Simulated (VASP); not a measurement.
Runs of VASP 6.6.1 on P. The structure is that of space group Imma (No. 74), or close to it. The cells are those of the table. 

```tsv
cell	gap on the mesh (eV)	pressure (GPa)	largest force (eV/Å)
a = 3.541 Å, angles 122.9, 89.5, 117.7°, 2 atoms	none	0.6	0.58
a = 3.532 Å, angles 123.7, 90.9, 115.4°, 2 atoms	none	1.1	0.35
a = 3.662 Å, angles 123.2, 90.0, 117.0°, 2 atoms	none	-8.2	0.22
a = 3.547 Å, angles 124.0, 91.4, 114.7°, 2 atoms	none	-0.3	0.16
a = 3.517 Å, angles 123.4, 90.4, 116.2°, 2 atoms	none	(a)	0.54
a = 3.527 Å, angles 122.7, 89.0, 118.5°, 2 atoms	none	2.1	0.77
a = 3.509 Å, angles 124.2, 91.9, 113.9°, 2 atoms	none	(b)	0.35
```

Alike in all rows: task single point; level PBEsol; potentials or basis VASP PAW PBE potentials, release 64 (P); no spin polarisation; k mesh 18 × 18 × 18; cutoff (eV) 520; smearing gaussian 0.15 eV.

Estimate the missing entries.

(a) 2.6; (b) 3.1.

Caveats: the PAW data sets were made with another functional, which shifts forces and pressure a little; the cell stands under tension (at least some runs); the cell stands under pressure (at least some runs).

A gap of «none» marks levels without a gap at the run's occupations.
